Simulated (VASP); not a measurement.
Write the native input for VASP 6.6.1 that does the following.

```
Task                   : single point
Functional             : r2SCAN
Potentials or basis    : VASP PAW PBE potentials, release 64 (Ag, Cl)
Cutoff                 : 520 eV
k mesh                 : 8 × 8 × 8
Occupations            : gaussian, width 0.05 eV
Spin                   : no spin polarisation
Dipole correction      : no
Further INCAR settings : ALGO = Normal; EDIFF = 1e-06; NBANDS = 16
```

Crystal: AgCl.

```xyz
2
Lattice="0.0000 2.8702 2.7731 2.7731 0.0000 2.7731 2.7731 2.8702 0.0000" Properties=species:S:1:pos:R:3 pbc="T T T"
Ag    2.7731    2.8702    2.7731
Cl    0.0000    0.0000    0.0000
```

This cell differs from its parent crystal: strain +0.0350 x Voigt [0, 1, 0, 0, 0, 0].

The input as run:

POSCAR

```
AgCl
1.0
    0.0000000000      2.8702102500      2.7731500000
    2.7731500000      0.0000000000      2.7731500000
    2.7731500000      2.8702102500      0.0000000000
Ag Cl
1 1
Direct
    0.5000000000      0.5000000000      0.5000000000
    0.0000000000      0.0000000000      0.0000000000
```

INCAR.step1

```
ALGO = Normal ; EDIFF = 1E-4
ENCUT = 520 ; GGA = PE
ISMEAR = 0 ; LASPH = True
LCHARG = False ; LREAL = False
LWAVE = True ; NBANDS = 16
NELM = 60 ; PREC = Accurate
SIGMA = 0.05
```

INCAR.step2

```
ALGO = Normal ; EDIFF = 1E-6
ENCUT = 520 ; ISIF = 2
ISMEAR = 0 ; ISTART = 1
LASPH = True ; LCHARG = False
LMIXTAU = True ; LREAL = False
LWAVE = False ; METAGGA = R2SCAN
NBANDS = 16 ; NELM = 60
PREC = Accurate ; SIGMA = 0.05
```

KPOINTS

```
k-points
0
Gamma
  8 8 8
```

Potentials or basis: VASP PAW PBE potentials, release 64 (Ag, Cl).

The run is started by

```bash
$ cat potpaw_PBE.64/Ag/POTCAR potpaw_PBE.64/Cl/POTCAR > POTCAR
$ cp INCAR.step1 INCAR
$ mpirun -np 1 vasp_std > vasp.out
$ cp INCAR.step2 INCAR
$ mpirun -np 1 vasp_std > vasp.out
```

It gave:

| Quantity | Value |
| --- | --- |
| Pressure | -1.6 GPa |
| Band gap on the k mesh | 1.32 eV (least direct gap 3.58 eV) |

Caveat: the cell differs from its parent crystal (strain +0.0350 x Voigt [0, 1, 0, 0, 0, 0]); the PAW data sets were made with another functional, which shifts forces and pressure a little.

Wall time 3.6 min on 1 thread of Intel Xeon 8259CL, with other jobs on the host, peak memory 0.2 GiB.
